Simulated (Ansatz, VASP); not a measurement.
Two plane-wave programs on Cd3F

```xyz
8
Lattice="5.4916 0.0000 0.0000 0.0000 5.4916 0.0000 0.0000 0.0000 5.4916" Properties=species:S:1:pos:R:3 pbc="T T T"
Cd    1.3729    0.0000    2.7458
Cd    4.1187    0.0000    2.7458
Cd    0.0000    2.7458    1.3729
Cd    0.0000    2.7458    4.1187
Cd    2.7458    4.1187    0.0000
Cd    2.7458    1.3729    0.0000
F     0.0000    0.0000    0.0000
F     2.7458    2.7458    2.7458
```

Change from the starting cell: species swapped into the Mo3Os type (Pm-3n, No. 223).

Alike in both runs: functional PBE; k mesh 8 × 8 × 8; occupations gaussian, width 0.1 eV; no spin polarisation.

Ansatz relaxed the structure, and its values are those at the end. VASP's run is a single point on that final structure, the one shown.

```csv
,VASP,Ansatz
version,VASP 6.6.1,Ansatz 0.2.0
potentials or method,"VASP PAW PBE potentials, release 64 (Cd, F), cutoff 520 eV","scalar-relativistic, plane waves, PAW"
valence electrons in the cell,86,134
```

```tsv
	VASP	Ansatz	Ansatz less VASP
gap on the k mesh at the Fermi level (eV)	none	none	-
pressure (GPa)	0.2	0.0	-0.19
```

A gap of «none» marks a metal or a gap that the smearing closes. With one functional, cell and mesh, what is left measures potentials, basis and numerics. VASP's potentials hold 86 valence electrons a cell and Ansatz's 134, so a difference there can come from the potentials and not from the codes.
